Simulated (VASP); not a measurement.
CuO (rock salt type), 2 atoms in the cell. It takes space group Fm-3m (No. 225, cubic). The conventional cell has a = 4.272 Å, b = 4.272 Å, c = 4.272 Å, α = 90.00°, β = 90.00°, γ = 90.00°. Cu (site symmetry m-3m) has 6 O at 2.14 Å within 2.8 Å. O (site symmetry m-3m) has 6 Cu at 2.14 Å within 2.8 Å. 

```yaml
Program: VASP 6.6.1
Task: single point
Functional: PBE
Potentials_or_basis: VASP PAW PBE potentials, release 64 (Cu, O)
Cutoff: 520 eV
k_mesh: 15 × 15 × 15
Occupations: fermi-dirac, width 0.0612256 eV
Spin: no spin polarisation
Dipole_correction: no
Further_INCAR_settings: ALGO = Normal; EDIFF = 1e-07; NBANDS = 16
```

Potentials or basis: VASP PAW PBE potentials, release 64 (Cu, O).

Run with:

```console
$ cat potpaw_PBE.64/Cu/POTCAR potpaw_PBE.64/O/POTCAR > POTCAR
$ mpirun -np 1 vasp_std > vasp.out
```

Hardware: 1 thread of Intel Xeon 8259CL, on a shared host.

Task: Estimate the wall time of this run.

Result: It took 52 s on 1 thread of Intel Xeon 8259CL, with other jobs on the host, peak memory 0.16 GiB. Counts: scf iterations 14, k points 120.
